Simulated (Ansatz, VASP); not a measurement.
# GaN: VASP beside Ansatz

```
Ga N
1.0
     0.00000    2.25350    2.35491
     2.25350    0.00000    2.35491
     2.25350    2.25350    0.00000
Ga N
1 1
Cartesian
  0.0000 0.0000 0.0000
  3.3803 3.3803 3.5324
```

Change from the starting cell: strain +0.0450 x Voigt [0, 0, 1, 0, 0, 0], atoms carried along.

Alike in both runs: task single point; functional PBE; k mesh 10 × 10 × 10; occupations gaussian, width 0.05 eV; no spin polarisation.

|  | VASP | Ansatz |
| --- | --- | --- |
| version | VASP 6.6.1 | Ansatz 0.2.0 |
| potentials or method | VASP PAW PBE potentials, release 64 (Ga_d, N), cutoff 520 eV | scalar-relativistic, plane waves, PAW |
| valence electrons in the cell | 18 | 18 |

Ansatz gave:

| Item | Value |
| --- | --- |
| gap on the k mesh at the Fermi level (eV) | 1.36 |
| least direct gap on the mesh (eV) | 1.36 |
| pressure (GPa) | -2.8 |
| traceless stress, the component that is largest in VASP (GPa) | -3.99 |

Question: Estimate VASP's values.

Answer: gap on the k mesh at the Fermi level (eV): 1.36; least direct gap on the mesh (eV): 1.36; pressure (GPa): -2.7; traceless stress, the component that is largest in VASP (GPa): -3.99.
